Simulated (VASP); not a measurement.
# Mg (Fd-3m) in VASP: further runs

Mg is run at these levels: PBE; tasks: single point.

All numbers are computed with VASP 6.6.1; they aren't measurements. Logs are shortened: lines on timing, memory, paths and dates and some standing lists are left out, and cuts for length are marked.

**1. The cell of the first run**

Symmetry: Fd-3m, No. 227, cubic system. The conventional cell has a = 5.060 Å, b = 5.060 Å, c = 5.060 Å, α = 90.00°, β = 90.00°, γ = 90.00°. Within 2.9 Å of Mg (site symmetry -43m) lie 4 Mg at 2.19 Å.

**2. Single point, PBE (volume scaled by 0.4)**

The input, INCAR:

```
SYSTEM = Mg
ALGO = Normal
EDIFF = 1E-6
ENCUT = 520
GGA = PE
ISIF = 2
ISMEAR = -1
LASPH = .True.
LCHARG = .False.
LREAL = .False.
LWAVE = .False.
NBANDS = 9
NELM = 60
PREC = Accurate
SIGMA = 0.1
```

The input, KPOINTS:

```
k-points
0
Gamma
  12 12 12
  0 0 0
```

The input, POSCAR:

```
Mg
1.0
    0.0000000000      2.5298303444      2.5298303444
    2.5298303444      0.0000000000      2.5298303444
    2.5298303444      2.5298303444      0.0000000000
Mg
2
Direct
   -0.1250000000     -0.1250000000     -0.1250000000
    0.1250000000      0.1250000000      0.1250000000
```

Potentials or basis: VASP PAW PBE potentials, release 64 (Mg).

Command:

```sh
cat potpaw_PBE.64/Mg/POTCAR > POTCAR
mpirun -np 1 vasp_std > vasp.out
```

OUTCAR:

```text
SYSTEM = Mg
   EDIFF = 1E-6
   ENCUT = 520
   GGA = PE
   ISIF = 2
   ISMEAR = -1
   LASPH = .True.
   LREAL = .False.
   NELM = 60
   PREC = Accurate

 ion  position               nearest neighbor table
   1  0.875  0.875  0.875-   2 2.19   2 2.19   2 2.19   2 2.19
   2  0.125  0.125  0.125-   1 2.19   1 2.19   1 2.19   1 2.19

  LATTYP: Found a face centered cubic cell.
 ALAT       =     5.0596606888

  Lattice vectors:

 A1 = (   0.0000000000,   2.5298303444,   2.5298303444)
 A2 = (   2.5298303444,   0.0000000000,   2.5298303444)
 A3 = (   2.5298303444,   2.5298303444,   0.0000000000)

Analysis of symmetry for initial positions (statically):
=====================================================================
 Subroutine PRICEL returns:
 Original cell was already a primitive cell.

 Routine SETGRP: Setting up the symmetry group for a
 face centered cubic supercell.

 Subroutine GETGRP returns: Found 48 space group operations
 (whereof 12 operations were pure point group operations)
 out of a pool of 48 trial point group operations.

The static configuration has the point symmetry D_3d.
 The point group associated with its full space group is O_h .

Analysis of symmetry for dynamics (positions and initial velocities):
=====================================================================
 Subroutine PRICEL returns:
 Original cell was already a primitive cell.

 Routine SETGRP: Setting up the symmetry group for a
 face centered cubic supercell.

 Subroutine GETGRP returns: Found 48 space group operations
 (whereof 12 operations were pure point group operations)
 out of a pool of 48 trial point group operations.

The dynamic configuration has the point symmetry D_3d.
 The point group associated with its full space group is O_h .

 Subroutine INISYM returns: Found 48 space group operations
 (whereof 12 operations are pure point group operations),
 and found     1 'primitive' translations

----------------------------------------------------------------------------------------

                                     Primitive cell

  volume of cell :      32.3820

  direct lattice vectors                    reciprocal lattice vectors
     0.000000000  2.529830344  2.529830344    -0.197641712  0.197641712  0.197641712
     2.529830344  0.000000000  2.529830344     0.197641712 -0.197641712  0.197641712
     2.529830344  2.529830344  0.000000000     0.197641712  0.197641712 -0.197641712

  length of vectors
     3.577720384  3.577720384  3.577720384     0.342325487  0.342325487  0.342325487

  position of ions in fractional coordinates (direct lattice)
     0.875000000  0.875000000  0.875000000
     0.125000000  0.125000000  0.125000000

  ion indices of the primitive-cell ions
   primitive index   ion index
                 1           1
                 2           2

----------------------------------------------------------------------------------------

 KPOINTS: k-points

Automatic generation of k-mesh.
 Grid dimensions read from file:
 generate k-points for:   12   12   12

 Generating k-lattice:

  Cartesian coordinates                     Fractional coordinates (reciprocal lattice)
    -0.016470143  0.016470143  0.016470143     0.083333333  0.000000000  0.000000000
     0.016470143 -0.016470143  0.016470143     0.000000000  0.083333333  0.000000000
     0.016470143  0.016470143 -0.016470143     0.000000000  0.000000000  0.083333333

  Length of vectors
     0.028527124  0.028527124  0.028527124

  Shift w.r.t. Gamma in fractional coordinates (k-lattice)
     0.000000000  0.000000000  0.000000000

 Subroutine IBZKPT returns following result:
 ===========================================

 Found     72 irreducible k-points:

 Following reciprocal coordinates:
            Coordinates               Weight
  0.000000  0.000000  0.000000      1.000000
  0.083333  0.000000  0.000000      8.000000
  0.166667  0.000000  0.000000      8.000000
  0.250000  0.000000  0.000000      8.000000
  0.333333  0.000000  0.000000      8.000000
  0.416667  0.000000  0.000000      8.000000
[... 16 lines left out ...]
  0.500000  0.166667  0.000000     24.000000
 -0.416667  0.166667  0.000000     24.000000
 [... further k-points ...]
   k-points           NKPTS =     72   k-points in BZ     NKDIM =     72   number of bands    NBANDS=      9
   number of dos      NEDOS =    301   number of ions     NIONS =      2
   total plane-waves  NPLWV =  21952
   dimension x,y,z NGX =    28 NGY =   28 NGZ =   28
   dimension x,y,z NGXF=    56 NGYF=   56 NGZF=   56
   ions per type =               2
   NGX,Y,Z   is equivalent  to a cutoff of  13.01, 13.01, 13.01 a.u.
   NGXF,Y,Z  is equivalent  to a cutoff of  26.02, 26.02, 26.02 a.u.
 SYSTEM =  Mg
   PREC   = accura    normal or accurate (medium, high low for compatibility)
   ISTART =      0    job   : 0-new  1-cont  2-samecut
   ICHARG =      2    charge: 1-file 2-atom 10-const
   ISPIN  =      1    spin polarized calculation?
   LNONCOLLINEAR =      F non collinear calculations
   LSORBIT =      F    spin-orbit coupling
   LASPH  =      T    aspherical Exc in radial PAW
   ENCUT  =  520.0 eV  38.22 Ry    6.18 a.u.   6.65  6.65  6.65*2*pi/ulx,y,z
   NELM   =     60;   NELMIN=  2; NELMDL= -5     # of ELM steps
   EDIFF  = 0.1E-05   stopping-criterion for ELM
   LREAL  =      F    real-space projection
   EDIFFG = 0.1E-04   stopping-criterion for IOM
   NSW    =      0    number of steps for IOM
   IBRION =     -1    ionic relax: 0-MD 1-quasi-New 2-CG
   NFREE  =      0    steps in history (QN), initial steepest desc. (CG)
   ISIF   =      2    stress and relaxation
   ISYM   =      2    0-nonsym 1-usesym 2-fastsym
   POTIM  = 0.5000    time-step for ionic-motion
   TEBEG  =    0.0;   TEEND  =   0.0 temperature during run
   PSTRESS=    0.0 pullay stress
   NELECT =       4.0000    total number of electrons
   NUPDOWN=      -1.0000    fix difference up-down
   EMIN   =  10.00;   EMAX   =-10.00  energy-range for DOS
   EFERMI =   0.00;   METHOD = LEGACY
   ISMEAR =    -1;   SIGMA  =   0.10  broadening in eV -4-tet -1-fermi 0-gaus
   EFERMI_NEDOS =   21; number of points for ismear=-14 and -15
   IALGO  =     38    algorithm
   IMIX   =      4    mixing-type and parameters
     AMIX     =   0.40;   BMIX     =  1.00
     AMIX_MAG =   1.60;   BMIX_MAG =  1.00
  volume/ion in A,a.u.               =      16.19       109.26
  Fermi-wavevector in a.u.,A,eV,Ry     =   0.815318  1.540727  9.044373  0.664743
  Thomas-Fermi vector in A             =   1.925384
   LORBIT       =      0    0 simple, 1 ext, 2 COOP (PROOUT), +10 PAW based schemes
   GGA     = PE    functional components
   LHFCALC =     F    Hartree Fock is set to
   AEXX    =    0.0000 exact exchange contribution
   IVDW    =     0    specifies the selected vdW correction
   LEPSILON=     F    determine dielectric tensor
   LRPA    =     F    only Hartree local field effects (RPA)
 non-spin polarized calculation
  energy-cutoff  :      520.00
  volume of cell :       32.38
 maximum number of plane-waves:       895
   NGX = 13   NGY = 13   NGZ = 13

 number of electron       4.0000000 magnetization

 Free energy of the ion-electron system (eV)
  ---------------------------------------------------
  ext. energy  EPLUGINS =         0.00000000
  ---------------------------------------------------
  free energy    TOTEN  =         2.56549813 eV

  energy without entropy =        2.58994647  energy(sigma->0) =        2.57772230

 E-fermi :   4.8016     XC(G=0):  -9.5800

 val. band max:        4.7345018643   @ k =  -0.3333   0.2500   0.0000
 cond. band min:       4.9006948512   @ k =   0.5000   0.3333   0.1667
 fundamental gap:      0.1661929869
 Fermi energy:         4.8015827365

 k-point     1 :       0.0000    0.0000    0.0000
  band No.  band energies     occupation
      1      -3.7265      2.00000
      2      10.9756      0.00000
      3      10.9756      0.00000
      4      10.9756      0.00000
      5      11.6178      0.00000
      6      11.6178      0.00000
      7      11.6178      0.00000
      8      14.7720      0.00000
      9      14.7720      0.00000

 k-point     2 :       0.0833    0.0000    0.0000
  band No.  band energies     occupation
      1      -3.6032      2.00000
      2       9.4973      0.00000
      3      10.5537      0.00000
      4      10.5537      0.00000
      5      12.2118      0.00000
      6      12.2118      0.00000
      7      12.4785      0.00000
      8      14.3066      0.00000
      9      14.3066      0.00000

 k-point     3 :       0.1667    0.0000    0.0000
  band No.  band energies     occupation
      1      -3.2345      2.00000
      2       7.5368      0.00000
      3      10.0978      0.00000
      4      10.0978      0.00000
      5      12.8588      0.00000
      6      12.8588      0.00000
      7      12.8821      0.00000
      8      13.7449      0.00000
      9      13.7449      0.00000

 k-point     4 :       0.2500    0.0000    0.0000
  band No.  band energies     occupation
      1      -2.6245      2.00000
      2       5.5856      0.00079
      3       9.8153      0.00000
      4       9.8153      0.00000
      5      12.1726      0.00000
      6      12.1726      0.00000
      7      12.9718      0.00000
      8      14.7279      0.00000
      9      14.7279      0.00000

 k-point     5 :       0.3333    0.0000    0.0000
  band No.  band energies     occupation
      1      -1.7800      2.00000
      2       3.7490      1.99995
      3       9.7173      0.00000
      4       9.7173      0.00000
      5      11.3642      0.00000
      6      11.3642      0.00000
      7      13.0607      0.00000
      8      14.9793      0.00000
      9      16.1498      0.00000

 k-point     6 :       0.4167    0.0000    0.0000
  band No.  band energies     occupation
      1      -0.7103      2.00000
      2       2.0744      2.00000
      3       9.7910      0.00000
      4       9.7910      0.00000
      5      10.7267      0.00000
      6      10.7267      0.00000
      7      13.2734      0.00000
      8      14.2843      0.00000
      9      17.6651      0.00000
[... 169 lines left out ...]
 k-point    21 :       0.3333    0.1667    0.0000
  band No.  band energies     occupation
      1      -1.9394      2.00000
      2       5.3368      0.00943
      3       8.0557      0.00000
      4       8.6480      0.00000
      5       9.5526      0.00000
      6      12.1113      0.00000
      7      14.2526      0.00000
      8      15.6605      0.00000
      9      17.4113      0.00000

 k-point    22 :       0.4167    0.1667    0.0000
  band No.  band energies     occupation
      1      -1.0239      2.00000
      2       3.5663      1.99999
      3       7.8123      0.00000
      4       8.0252      0.00000
      5       9.5248      0.00000
      6      13.5392      0.00000
      7      13.5562      0.00000
      8      15.8701      0.00000
      9      16.9977      0.00000

 k-point    23 :       0.5000    0.1667    0.0000
  band No.  band energies     occupation
      1       0.1118      2.00000
      2       1.9620      2.00000
      3       7.1599      0.00000
      4       8.1872      0.00000
      5       9.7182      0.00000
      6      12.9520      0.00000
      7      14.7168      0.00000
      8      16.4017      0.00000
      9      16.6711      0.00000

 k-point    24 :      -0.4167    0.1667    0.0000
  band No.  band energies     occupation
      1       0.5352      2.00000
      2       1.4711      2.00000
      3       6.7072      0.00000
      4       8.5402      0.00000
      5      10.1224      0.00000
      6      12.5366      0.00000
      7      14.9197      0.00000
      8      16.6942      0.00000
      9      17.2832      0.00000

 [... further k-points ...]
[... 5 lines left out ...]
  --------------------------------------------------------------------------------------
  -------------------------------------------------------------------------------------
  Total       11.0459254     11.0459254     11.0459254     -0.0000000     -0.0000000     -0.0000000
  in kB      546.5230723    546.5230723    546.5230723     -0.0000000     -0.0000000     -0.0000000
  external PRESSURE =     546.5230723 kB  Pullay stress =       0.0000000 kB

 VOLUME and BASIS-vectors are now :
 -----------------------------------------------------------------------------
  energy-cutoff  :      520.00
  volume of cell :       32.38
      direct lattice vectors                 reciprocal lattice vectors
     0.000000000  2.529830344  2.529830344    -0.197641712  0.197641712  0.197641712
     2.529830344  0.000000000  2.529830344     0.197641712 -0.197641712  0.197641712
     2.529830344  2.529830344  0.000000000     0.197641712  0.197641712 -0.197641712

 POSITION                                       TOTAL-FORCE (eV/Angst)
 -----------------------------------------------------------------------------------
      4.42720      4.42720      4.42720        -0.000000     -0.000000     -0.000000
      0.63246      0.63246      0.63246         0.000000      0.000000      0.000000
 -----------------------------------------------------------------------------------
    total drift:                               -0.000000     -0.000000      0.000000

  FREE ENERGIE OF THE ION-ELECTRON SYSTEM (eV)
  ---------------------------------------------------
  free  energy   TOTEN  =         2.5654981315 eV

  energy  without entropy=        2.5899464680  energy(sigma->0) =        2.57772230
```

Wall time 7.9 s (1 thread of Intel Xeon 6975P-C (Granite Rapids), shared host); peak memory 0.16 GiB.

Results:

```
Free energy            : 2.5655 eV
Pressure               : 54.7 GPa
Band gap on the k mesh : zero (band 2 reaches 10.98 eV, above the bottom of band 3 at 2.75 eV)
```

Levels at points of the mesh, in eV from the Fermi level:
```
           k point  band 1  band 2  band 3  band 4  band 5  band 6  band 7
(0.00, 0.00, 0.00)   -8.53    6.17    6.17    6.17    6.82    6.82    6.82
(0.50, 0.00, 0.00)   -4.32   -4.12    5.11    5.11    5.61    5.61    8.74
(0.50, 0.50, 0.00)   -2.84   -2.84    1.84    1.84    3.23    3.23   15.38
```

(Part 1 of 2 ends here.)
